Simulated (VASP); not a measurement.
**ZnS: single point with PBE**

Crystal: ZnS.

```
Zn S
1.0
     3.84549    0.00000    0.00000
    -1.92275    3.33029    0.00000
     0.00000    0.00000    6.27381
Zn S
2 2
Direct
  0.33333 0.66667 0.00522
  0.66667 0.33333 0.50522
  0.33333 0.66667 0.37978
  0.66667 0.33333 0.87978
```

This cell differs from its parent crystal: strain -0.0050 x Voigt [0, 0, 1, 0, 0, 0].

```
Program                : VASP 6.6.1
Task                   : single point
Functional             : PBE
Potentials or basis    : VASP PAW PBE potentials, release 64 (Zn, S)
Cutoff                 : 520 eV
k mesh                 : 12 × 12 × 4
Occupations            : gaussian, width 0.05 eV
Spin                   : no spin polarisation
Dipole correction      : no
Further INCAR settings : ALGO = Normal; EDIFF = 1e-06; NBANDS = 26
```

- Pressure: 0.5 GPa
- Largest force: 0.028 eV/Å
- Band gap on the k mesh: 2.11 eV, direct

Forces on the atoms (eV/Å):
```
Zn   0.000  0.000 -0.028
Zn   0.000  0.000 -0.028
S    0.000  0.000  0.028
S    0.000  0.000  0.028
```

Stress tensor (GPa, compression positive):
```
0.26 0.00 0.00
0.00 0.26 0.00
0.00 0.00 0.94
```

Levels at points of the mesh, in eV from the valence-band top:
| k point | band 15 | band 16 | band 17 | band 18 | band 19 | band 20 | band 21 | band 22 |
| --- | --- | --- | --- | --- | --- | --- | --- | --- |
| (0.00, 0.00, 0.00) | -0.88 | -0.06 | 0.00 | 0.00 | 2.11 | 3.03 | 6.31 | 6.31 |
| (0.50, 0.00, 0.00) | -3.17 | -2.17 | -1.62 | -0.84 | 3.67 | 4.21 | 5.16 | 6.92 |
| (0.00, 0.00, 0.50) | -0.46 | -0.46 | -0.46 | -0.46 | 3.48 | 3.48 | 6.76 | 6.76 |
| (0.50, 0.00, 0.50) | -1.56 | -1.56 | -1.56 | -1.56 | 3.56 | 3.56 | 5.25 | 5.25 |

Wall time 95 s on 1 thread of AMD EPYC 7R43 64-Core Processor (Zen 3), with other jobs on the host, peak memory 0.22 GiB.

Caveat: the cell differs from its parent crystal (strain -0.0050 x Voigt [0, 0, 1, 0, 0, 0]). A k mesh can miss the band edges.
